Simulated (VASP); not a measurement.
Zr3SeS2:

```
CELL_PARAMETERS angstrom
3.27679 -4.16362 0.00000
3.27679 4.16362 0.00000
0.00000 0.00000 4.90175
ATOMIC_POSITIONS crystal
Zr 0.00000 0.50000 0.00000
Zr 0.50000 0.00000 0.00000
Zr 0.50000 0.50000 0.50000
Se 0.00000 0.00000 0.50000
S 0.22192 0.77808 0.50000
S 0.77808 0.22192 0.50000
```

The cell was generated, and may not be a known phase.

* Program: VASP 6.6.1
* Task: relaxation of cell and atoms
* Functional: PBE
* Potentials or basis: VASP PAW PBE potentials, release 64 (Zr_sv, Se, S)
* Cutoff: 600 eV
* k mesh: 4 × 4 × 4
* Occupations: gaussian, width 0.1 eV
* Spin: no spin polarisation

At the start: pressure 16.8 GPa; volume 22.29 Å³/atom.

**Question.** Where does the relaxation end?

**Answer.** Over 31 steps the energy falls by 1715.5 meV/atom and the volume is 22.66 Å³/atom (+1.7 %); space group Cmmm (No. 65, to 0.1 Å) before and after.

Step by step:
```tsv
step	energy change (eV)	largest force (eV/Å)	pressure (GPa)	volume (Å³)
1	0.0000	13.6830	16.78	133.75
2	-8.9392	0.7540	-10.30	168.59
3	-7.9232	0.7772	-7.71	154.23
4	-8.8733	1.3062	-9.75	165.63
5	-9.5101	0.4348	9.74	131.78
6	-10.0656	0.4949	-1.06	143.83
7	-10.0658	0.4708	-0.77	143.41
8	-10.1120	0.5814	-0.15	141.49
9	-10.1515	0.8728	1.47	137.19
10	-10.1705	0.7381	1.29	137.05
11	-10.2051	0.3728	0.79	136.64
12	-10.1793	0.2506	-0.08	135.76
13	-10.2104	0.1939	0.52	136.39
14	-10.2217	0.0925	0.30	136.87
15	-10.2274	0.0439	0.02	137.56
16	-10.2294	0.0142	-0.05	137.66
17	-10.2329	0.0722	-0.28	137.95
18	-10.2343	0.2641	-0.76	138.49
19	-10.2352	0.2738	-0.76	138.46
20	-10.2383	0.3031	-0.73	138.36
21	-10.2445	0.3602	-0.67	138.16
22	-10.2578	0.4336	-0.52	137.72
23	-10.2698	0.4780	0.06	136.71
24	-10.2713	0.4641	-0.20	137.09
25	-10.2716	0.4683	-0.14	136.99
26	-10.2782	0.3455	-0.03	136.81
27	-10.2815	0.1863	0.14	136.56
28	-10.2850	0.1525	-0.01	136.65
29	-10.2907	0.0512	-0.47	136.92
30	-10.2910	0.0214	-0.59	136.99
31	-10.2933	0.0006	-0.01	135.97
```

Final structure:
```yaml
crystal:
  lattice:
    - [3.12528, -5.65866, 0.00000]
    - [3.12528, 5.65866, 0.00000]
    - [0.00000, 0.00000, 3.84427]
  atoms:
    - { symbol: Zr, position: [0.00000, 0.50000, 0.00000] }
    - { symbol: Zr, position: [0.50000, 0.00000, 0.00000] }
    - { symbol: Zr, position: [0.50000, 0.50000, 0.50000] }
    - { symbol: Se, position: [0.00000, 0.00000, 0.50000] }
    - { symbol: S, position: [0.28120, 0.71880, 0.50000] }
    - { symbol: S, position: [0.71880, 0.28120, 0.50000] }
```

Caveat: a cell axis changed by over 15 % at a fixed basis, so the end point is rough.
